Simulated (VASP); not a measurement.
# Tl (P6_3/mmc) in VASP: settings compared

The runs below take Tl through single point, with PBE, LDA, PBEsol.

All numbers are computed with VASP 6.6.1; they aren't measurements. Logs are shortened: lines on timing, memory, paths and dates and some standing lists are left out, and cuts for length are marked.

## Step 1: The cell of the first run

It takes space group P6_3/mmc (No. 194, hexagonal). Conventional cell: a = 3.456 Å, b = 3.456 Å, c = 5.525 Å, α = 90.00°, β = 90.00°, γ = 120.00°. Within 4.5 Å of Tl (site symmetry -6m2) lie 12 Tl at 3.41 to 3.46 Å.

## Step 2: Single point, PBE

INCAR reads:

```
ALGO     = Fast           # electronic algorithm
EDIFF    = 1E-7           # SCF threshold, eV
ENCUT    = 520            # plane-wave cutoff, eV
GGA      = PE             # functional
ISIF     = 2              # what is computed and relaxed
ISMEAR   = -1             # smearing method
LASPH    = T              # aspherical terms in the spheres
LCHARG   = F              # write CHGCAR
LREAL    = F              # projectors in reciprocal space
LWAVE    = F              # write WAVECAR
NBANDS   = 20             # bands
NELM     = 60             # most SCF steps
PREC     = Accurate       # precision mode
SIGMA    = 0.05           # smearing width, eV
```

KPOINTS reads:

```
k-points
0
Gamma
  9 9 5
```

POSCAR reads:

```
Tl
1.0
    3.4560000000      0.0000000000      0.0000000000
   -1.7280000000      2.9929837955      0.0000000000
    0.0000000000      0.0000000000      5.5250000000
Tl
2
Direct
    0.6666666667      0.3333333333      0.7500000000
    0.3333333333      0.6666666667      0.2500000000
```

Potentials or basis: VASP PAW PBE potentials, release 64 (Tl_d).

Command:

```bash
cat potpaw_PBE.64/Tl_d/POTCAR > POTCAR
mpirun -np 1 vasp_std > vasp.out
```

OUTCAR:

```text
EDIFF = 1E-7
   ENCUT = 520
   GGA = PE
   ISIF = 2
   ISMEAR = -1
   LASPH = T
   LREAL = F
   NELM = 60
   PREC = Accurate

 ion  position               nearest neighbor table
   1  0.667  0.333  0.750-   2 3.41   2 3.41   2 3.41   2 3.41   2 3.41   2 3.41
   2  0.333  0.667  0.250-   1 3.41   1 3.41   1 3.41   1 3.41   1 3.41   1 3.41

  LATTYP: Found a hexagonal cell.
 ALAT       =     3.4560000000
 C/A-ratio  =     1.5986689815

  Lattice vectors:

 A1 = (   3.4560000000,   0.0000000000,   0.0000000000)
 A2 = (  -1.7280000000,   2.9929837955,   0.0000000000)
 A3 = (   0.0000000000,   0.0000000000,   5.5250000000)

Analysis of symmetry for initial positions (statically):
=====================================================================
 Subroutine PRICEL returns:
 Original cell was already a primitive cell.

 Routine SETGRP: Setting up the symmetry group for a
 hexagonal supercell.

 Subroutine GETGRP returns: Found 24 space group operations
 (whereof 12 operations were pure point group operations)
 out of a pool of 24 trial point group operations.

The static configuration has the point symmetry D_3d.
 The point group associated with its full space group is D_6h.

Analysis of symmetry for dynamics (positions and initial velocities):
=====================================================================
 Subroutine PRICEL returns:
 Original cell was already a primitive cell.

 Routine SETGRP: Setting up the symmetry group for a
 hexagonal supercell.

 Subroutine GETGRP returns: Found 24 space group operations
 (whereof 12 operations were pure point group operations)
 out of a pool of 24 trial point group operations.

The dynamic configuration has the point symmetry D_3d.
 The point group associated with its full space group is D_6h.

 Subroutine INISYM returns: Found 24 space group operations
 (whereof 12 operations are pure point group operations),
 and found     1 'primitive' translations

----------------------------------------------------------------------------------------

                                     Primitive cell

  volume of cell :      57.1492

  direct lattice vectors                    reciprocal lattice vectors
     3.456000000  0.000000000  0.000000000     0.289351852  0.167057370  0.000000000
    -1.728000000  2.992983795  0.000000000     0.000000000  0.334114739  0.000000000
     0.000000000  0.000000000  5.525000000     0.000000000  0.000000000  0.180995475

  length of vectors
     3.456000000  3.456000000  5.525000000     0.334114739  0.334114739  0.180995475

  position of ions in fractional coordinates (direct lattice)
     0.666666667  0.333333333  0.750000000
     0.333333333  0.666666667  0.250000000

  ion indices of the primitive-cell ions
   primitive index   ion index
                 1           1
                 2           2

----------------------------------------------------------------------------------------

 KPOINTS: k-points

Automatic generation of k-mesh.
 Grid dimensions read from file:
 generate k-points for:    9    9    5

 Generating k-lattice:

  Cartesian coordinates                     Fractional coordinates (reciprocal lattice)
     0.032150206  0.018561930  0.000000000     0.111111111 -0.000000000  0.000000000
     0.000000000  0.037123860  0.000000000     0.000000000  0.111111111  0.000000000
     0.000000000  0.000000000  0.036199095     0.000000000  0.000000000  0.200000000

  Length of vectors
     0.037123860  0.037123860  0.036199095

  Shift w.r.t. Gamma in fractional coordinates (k-lattice)
     0.000000000  0.000000000  0.000000000

 Subroutine IBZKPT returns following result:
 ===========================================

 Found     36 irreducible k-points:

 Following reciprocal coordinates:
            Coordinates               Weight
  0.000000  0.000000  0.000000      1.000000
  0.111111 -0.000000  0.000000      6.000000
  0.222222 -0.000000  0.000000      6.000000
  0.333333  0.000000  0.000000      6.000000
  0.444444 -0.000000  0.000000      6.000000
  0.111111  0.111111  0.000000      6.000000
[... 16 lines left out ...]
  0.333333  0.222222  0.200000     24.000000
  0.333333  0.333333  0.200000      4.000000
 [... further k-points ...]
   k-points           NKPTS =     36   k-points in BZ     NKDIM =     36   number of bands    NBANDS=     20
   number of dos      NEDOS =    301   number of ions     NIONS =      2
   total plane-waves  NPLWV =  32928
   dimension x,y,z NGX =    28 NGY =   28 NGZ =   42
   dimension x,y,z NGXF=    56 NGYF=   56 NGZF=   84
   ions per type =               2
   NGX,Y,Z   is equivalent  to a cutoff of  13.47, 13.47, 12.64 a.u.
   NGXF,Y,Z  is equivalent  to a cutoff of  26.94, 26.94, 25.28 a.u.
 SYSTEM =  unknown system
   PREC   = accura    normal or accurate (medium, high low for compatibility)
   ISTART =      0    job   : 0-new  1-cont  2-samecut
   ICHARG =      2    charge: 1-file 2-atom 10-const
   ISPIN  =      1    spin polarized calculation?
   LNONCOLLINEAR =      F non collinear calculations
   LSORBIT =      F    spin-orbit coupling
   LASPH  =      T    aspherical Exc in radial PAW
   ENCUT  =  520.0 eV  38.22 Ry    6.18 a.u.   6.43  6.43 10.27*2*pi/ulx,y,z
   NELM   =     60;   NELMIN=  2; NELMDL= -5     # of ELM steps
   EDIFF  = 0.1E-06   stopping-criterion for ELM
   LREAL  =      F    real-space projection
   EDIFFG = 0.1E-05   stopping-criterion for IOM
   NSW    =      0    number of steps for IOM
   IBRION =     -1    ionic relax: 0-MD 1-quasi-New 2-CG
   NFREE  =      0    steps in history (QN), initial steepest desc. (CG)
   ISIF   =      2    stress and relaxation
   ISYM   =      2    0-nonsym 1-usesym 2-fastsym
   POTIM  = 0.5000    time-step for ionic-motion
   TEBEG  =    0.0;   TEEND  =   0.0 temperature during run
   PSTRESS=    0.0 pullay stress
   NELECT =      26.0000    total number of electrons
   NUPDOWN=      -1.0000    fix difference up-down
   EMIN   =  10.00;   EMAX   =-10.00  energy-range for DOS
   EFERMI =   0.00;   METHOD = LEGACY
   ISMEAR =    -1;   SIGMA  =   0.05  broadening in eV -4-tet -1-fermi 0-gaus
   EFERMI_NEDOS =   21; number of points for ismear=-14 and -15
   IALGO  =     68    algorithm
   IMIX   =      4    mixing-type and parameters
     AMIX     =   0.40;   BMIX     =  1.00
     AMIX_MAG =   1.60;   BMIX_MAG =  1.00
  volume/ion in A,a.u.               =      28.57       192.83
  Fermi-wavevector in a.u.,A,eV,Ry     =   1.259107  2.379366 21.569987  1.585349
  Thomas-Fermi vector in A             =   2.392683
   LORBIT       =      0    0 simple, 1 ext, 2 COOP (PROOUT), +10 PAW based schemes
   GGA     = PE    functional components
   LHFCALC =     F    Hartree Fock is set to
   AEXX    =    0.0000 exact exchange contribution
   IVDW    =     0    specifies the selected vdW correction
   LEPSILON=     F    determine dielectric tensor
   LRPA    =     F    only Hartree local field effects (RPA)
 non-spin polarized calculation
 RMM-DIIS sequential band-by-band and
  energy-cutoff  :      520.00
  volume of cell :       57.15
 maximum number of plane-waves:      1558
 NGX is ok and might be reduce to    28
   NGX = 13   NGY = 13   NGZ = 21

 number of electron      26.0000004 magnetization

 Free energy of the ion-electron system (eV)
  ---------------------------------------------------
  ext. energy  EPLUGINS =         0.00000000
  ---------------------------------------------------
  free energy    TOTEN  =        -4.38304163 eV

  energy without entropy =       -4.36858845  energy(sigma->0) =       -4.37581504

 E-fermi :   6.5669     XC(G=0): -10.1937

 val. band max:        6.5540935179   @ k =   0.2222   0.2222   0.4000
 cond. band min:       6.6017045636   @ k =   0.2222   0.1111   0.2000
 fundamental gap:      0.0476110457
 Fermi energy:         6.5668822417

 k-point     1 :       0.0000    0.0000    0.0000
  band No.  band energies     occupation
      1      -5.2246      2.00000
      2      -4.9952      2.00000
      3      -4.9779      2.00000
      4      -4.9779      2.00000
      5      -4.9244      2.00000
      6      -4.9244      2.00000
[... 12 lines left out ...]
     19      17.4123      0.00000
     20      17.5068      0.00000

 k-point     2 :       0.1111   -0.0000    0.0000
  band No.  band energies     occupation
      1      -5.1885      2.00000
      2      -5.0357      2.00000
      3      -4.9361      2.00000
      4      -4.9260      2.00000
      5      -4.9141      2.00000
      6      -4.8902      2.00000
[... 12 lines left out ...]
     19      17.2420      0.00000
     20      18.3738      0.00000

 k-point     3 :       0.2222   -0.0000    0.0000
  band No.  band energies     occupation
      1      -5.2030      2.00000
      2      -5.0259      2.00000
      3      -4.9801      2.00000
      4      -4.9370      2.00000
      5      -4.9368      2.00000
      6      -4.8054      2.00000
[... 12 lines left out ...]
     19      16.5218      0.00000
     20      17.8677      0.00000

 k-point     4 :       0.3333    0.0000    0.0000
  band No.  band energies     occupation
      1      -5.2838      2.00000
      2      -5.0992      2.00000
      3      -5.0683      2.00000
      4      -4.9918      2.00000
      5      -4.8546      2.00000
      6      -4.7568      2.00000
[... 12 lines left out ...]
     19      15.5108      0.00000
     20      16.9278      0.00000

 k-point     5 :       0.4444   -0.0000    0.0000
  band No.  band energies     occupation
      1      -5.3391      2.00000
      2      -5.1812      2.00000
      3      -5.1108      2.00000
      4      -5.0251      2.00000
      5      -4.7997      2.00000
      6      -4.7983      2.00000
[... 12 lines left out ...]
     19      14.8922      0.00000
     20      16.4470      0.00000

 k-point     6 :       0.1111    0.1111    0.0000
  band No.  band energies     occupation
      1      -5.1455      2.00000
      2      -5.0789      2.00000
      3      -4.9447      2.00000
      4      -4.9285      2.00000
      5      -4.9160      2.00000
      6      -4.8699      2.00000
[... 12 lines left out ...]
     19      17.1550      0.00000
     20      17.5581      0.00000

 k-point     7 :       0.2222    0.1111    0.0000
  band No.  band energies     occupation
      1      -5.1896      2.00000
      2      -5.0575      2.00000
      3      -5.0537      2.00000
      4      -4.9743      2.00000
      5      -4.8925      2.00000
      6      -4.7673      2.00000
[... 12 lines left out ...]
     19      16.2267      0.00000
     20      16.8617      0.00000
[... 277 lines left out ...]
 k-point    20 :       0.3333    0.1111    0.2000
  band No.  band energies     occupation
      1      -5.2401      2.00000
      2      -5.1897      2.00000
      3      -5.0318      2.00000
      4      -5.0053      2.00000
      5      -4.9062      2.00000
      6      -4.7600      2.00000
[... 12 lines left out ...]
     19      16.4239      0.00000
     20      16.6105      0.00000

 k-point    21 :       0.4444    0.1111    0.2000
  band No.  band energies     occupation
      1      -5.2588      2.00000
      2      -5.2366      2.00000
      3      -5.0386      2.00000
      4      -5.0033      2.00000
      5      -4.9460      2.00000
      6      -4.7163      2.00000
[... 12 lines left out ...]
     19      16.2254      0.00000
     20      16.4453      0.00000

 k-point    22 :       0.2222    0.2222    0.2000
  band No.  band energies     occupation
      1      -5.1648      2.00000
      2      -5.0976      2.00000
      3      -5.0423      2.00000
      4      -5.0353      2.00000
      5      -4.8549      2.00000
      6      -4.7923      2.00000
[... 12 lines left out ...]
     19      15.7418      0.00000
     20      18.8752      0.00000

 k-point    23 :       0.3333    0.2222    0.2000
  band No.  band energies     occupation
      1      -5.1968      2.00000
      2      -5.1220      2.00000
      3      -5.0558      2.00000
      4      -4.9671      2.00000
      5      -4.8946      2.00000
      6      -4.7472      2.00000
[... 12 lines left out ...]
     19      14.9954      0.00000
     20      19.3626      0.00000

 k-point    24 :       0.3333    0.3333    0.2000
  band No.  band energies     occupation
      1      -5.1874      2.00000
      2      -5.0714      2.00000
      3      -5.0714      2.00000
      4      -4.8534      2.00000
      5      -4.8531      2.00000
      6      -4.8531      2.00000
[... 12 lines left out ...]
     19      14.1608      0.00000
     20      21.5876      0.00000

 [... further k-points ...]

------------------------ aborting loop because EDIFF is reached ----------------------------------------

  FORCE on cell =-STRESS in cart. coord.  units (eV):
  Direction    XX          YY          ZZ          XY          YZ          ZX
  --------------------------------------------------------------------------------------
  -------------------------------------------------------------------------------------
  Total        1.0401846      1.0401846      1.5270375      0.0000000     -0.0000000     -0.0000000
  in kB       29.1615521     29.1615521     42.8104611      0.0000000     -0.0000000     -0.0000000
  external PRESSURE =      33.7111884 kB  Pullay stress =       0.0000000 kB

 VOLUME and BASIS-vectors are now :
 -----------------------------------------------------------------------------
  energy-cutoff  :      520.00
  volume of cell :       57.15
      direct lattice vectors                 reciprocal lattice vectors
     3.456000000  0.000000000  0.000000000     0.289351852  0.167057370  0.000000000
    -1.728000000  2.992983795  0.000000000     0.000000000  0.334114739  0.000000000
     0.000000000  0.000000000  5.525000000     0.000000000  0.000000000  0.180995475

 POSITION                                       TOTAL-FORCE (eV/Angst)
 -----------------------------------------------------------------------------------
      1.72800      0.99766      4.14375        -0.000000      0.000000      0.000000
     -0.00000      1.99532      1.38125         0.000000     -0.000000      0.000000
 -----------------------------------------------------------------------------------
    total drift:                               -0.000000      0.000000     -0.000000

  FREE ENERGIE OF THE ION-ELECTRON SYSTEM (eV)
  ---------------------------------------------------
  free  energy   TOTEN  =        -4.3830416317 eV

  energy  without entropy=       -4.3685884455  energy(sigma->0) =       -4.37581504
```

Run time: 32 s. Hardware: 1 thread of Intel Xeon Platinum 8259CL at 2.50GHz (Skylake/Cascade Lake), shared host; peak memory 0.19 GiB.

What came out:

* Free energy: -4.3830 eV
* Pressure: 3.4 GPa
* Band gap on the k mesh: zero (band 13 reaches 8.69 eV, above the bottom of band 14 at 5.02 eV)

Levels at points of the mesh, in eV from the Fermi level:
```tsv
k point	band 11	band 12	band 13	band 14	band 15	band 16
(0.00, 0.00, 0.00)	-10.03	-5.09	-2.82	8.00	8.00	10.08
```

Caveat: spin-orbit coupling is left out, which moves the levels of the heavy elements.

## Step 3: Single point, PBE

INCAR reads:

```
SYSTEM = Tl
  PREC = Accurate
  ENCUT = 520
  EDIFF = 1E-6
  ISMEAR = -1
  SIGMA = 0.05
  LREAL = .False.
  LASPH = .True.
  NELM = 80
  ALGO = Normal
  ISIF = 2
  LWAVE = .False.
  LCHARG = .False.
  GGA = PE
  NBANDS = 20
```

KPOINTS reads:

```
regular mesh
0
Gamma
  9 9 5
  0 0 0
```

POSCAR is that of step 2.

Potentials or basis: VASP PAW PBE potentials, release 64 (Tl_d).

Command:

```bash
cat potpaw_PBE.64/Tl_d/POTCAR > POTCAR
mpirun -np 1 vasp_std > vasp.out
```

Run time: 24 s. Hardware: 1 thread of Intel Xeon Platinum 8259CL at 2.50GHz (Skylake/Cascade Lake), shared host; peak memory 0.19 GiB.

The run converged. Its results:

```
Free energy            : -4.3830 eV
Pressure               : 3.4 GPa
Band gap on the k mesh : zero (band 13 reaches 8.69 eV, above the bottom of band 14 at 5.02 eV)
```

Stress tensor (GPa, compression positive):
```
2.90 0.00 0.00
0.00 2.90 0.00
0.00 0.00 4.26
```

Levels at points of the mesh, in eV from the Fermi level:
| k point | band 9 | band 10 | band 11 | band 12 | band 13 | band 14 | band 15 | band 16 | band 17 | band 18 |
| --- | --- | --- | --- | --- | --- | --- | --- | --- | --- | --- |
| (0.00, 0.00, 0.00) | -11.09 | -11.09 | -10.03 | -5.09 | -2.82 | 8.00 | 8.00 | 10.08 | 10.08 | 10.31 |

Caveat: spin-orbit coupling is left out, which moves the levels of the heavy elements.

## Step 4: Single point, LDA

INCAR reads:

```
SYSTEM = Tl
PREC = Accurate ; ENCUT = 520
EDIFF = 1E-6 ; ISMEAR = 1
SIGMA = 0.05 ; LREAL = .FALSE.
LASPH = .TRUE. ; NELM = 80
ALGO = Fast ; ISIF = 2
LWAVE = .FALSE. ; LCHARG = .FALSE.
GGA = CA ; NBANDS = 20
```

KPOINTS reads:

```
regular mesh
0
G
  9 9 5
  0 0 0
```

POSCAR is that of step 3.

Potentials or basis: VASP PAW LDA potentials, release 64 (Tl_d).

Command:

```bash
cat potpaw_LDA.64/Tl_d/POTCAR > POTCAR
mpirun -np 1 vasp_std > vasp.out
```

Run time: 12 s. Hardware: 1 thread of Intel Xeon 6975P-C (Granite Rapids), shared host; peak memory 0.17 GiB.

It converged, with:

```
Free energy            : -5.8291 eV
Pressure               : -1.5 GPa
Band gap on the k mesh : zero (band 13 reaches 8.38 eV, above the bottom of band 14 at 4.71 eV)
```

Stress tensor (GPa, compression positive):
```
-1.72  0.00  0.00
 0.00 -1.72  0.00
 0.00  0.00 -1.03
```

Levels at points of the mesh, in eV from the Fermi level:
| k point | band 10 | band 11 | band 12 | band 13 | band 14 | band 15 | band 16 | band 17 |
| --- | --- | --- | --- | --- | --- | --- | --- | --- |
| (0.00, 0.00, 0.00) | -11.00 | -10.03 | -5.09 | -2.82 | 7.96 | 7.96 | 10.06 | 10.06 |

Caveat: spin-orbit coupling is left out, which moves the levels of the heavy elements.

(Continued in part 2 of 2.)
